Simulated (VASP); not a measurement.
Runs of VASP 6.6.1 on YSn3. The structure is that of space group Fm-3m (No. 225), or close to it. The cells are those of the table. 

```csv
cell,gap on the mesh (eV),pressure (GPa)
"a = 5.178 Å, angles 60.0°, 4 atoms",none,3.7
"a = 5.611 Å, angles 60.0°, 4 atoms",none,-7.8
"a = 5.403 Å, angles 60.0°, 4 atoms",none,(a)
"a = 5.255 Å, angles 60.0°, 4 atoms",none,0.5
"a = 5.475 Å, angles 60.0°, 4 atoms",none,-5.6
"a = 5.330 Å, angles 60.0°, 4 atoms",none,(b)
"a = 5.544 Å, angles 60.0°, 4 atoms",none,-6.8
```

Alike in all rows: task single point; level LDA; potentials or basis VASP PAW LDA potentials, release 64 (Y_sv, Sn_d); no spin polarisation; k mesh 5 × 5 × 5; cutoff (eV) 520; smearing fermi-dirac 0.01 eV.

Estimate the missing entries.

(a) -4.0; (b) -2.0.

Caveats: spin-orbit coupling is left out, which moves the levels of the heavy elements; the cell stands under tension (at least some runs); the cell stands under pressure (at least some runs).

A k mesh can miss the band edges, and the runs leave out spin-orbit coupling on Sn, Y.

A gap of «none» marks levels without a gap at the run's occupations.
